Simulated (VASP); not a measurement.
A run of VASP 6.6.1:

The input INCAR:

```
SYSTEM = NbP
PREC = Accurate
ENCUT = 520
EDIFF = 1E-6
ISMEAR = 0
SIGMA = 0.05
LREAL = .FALSE.
LASPH = .TRUE.
NELM = 80
ALGO = Normal
ISIF = 2
LWAVE = .FALSE.
LCHARG = .FALSE.
GGA = PS
NBANDS = 16
```

The input KPOINTS:

```
Automatic mesh
0
G
  10 10 10
  0 0 0
```

File POSCAR:

```
NbP
1.0
    0.0000000000      2.7997705974      2.7997705974
    2.7997705974      0.0000000000      2.7997705974
    2.7997705974      2.7997705974      0.0000000000
Nb P
1 1
Direct
    0.0000000000      0.0000000000      0.0000000000
    0.2500000000      0.2500000000      0.2500000000
```

Potentials or basis: VASP PAW PBE potentials, release 64 (Nb_sv, P).

Launch:

```sh
$ cat potpaw_PBE.64/Nb_sv/POTCAR potpaw_PBE.64/P/POTCAR > POTCAR
$ mpirun -np 1 vasp_std > vasp.out
```

Hardware: 1 thread of Intel(R) Xeon(R) 6975P-C (Granite Rapids) (shared host).

Task: Estimate the wall time of this run.

Result: Run time: 23 s on 1 thread of Intel(R) Xeon(R) 6975P-C (Granite Rapids), with other jobs on the host, peak memory 0.18 GiB. Counts: scf iterations 12, k points 47.
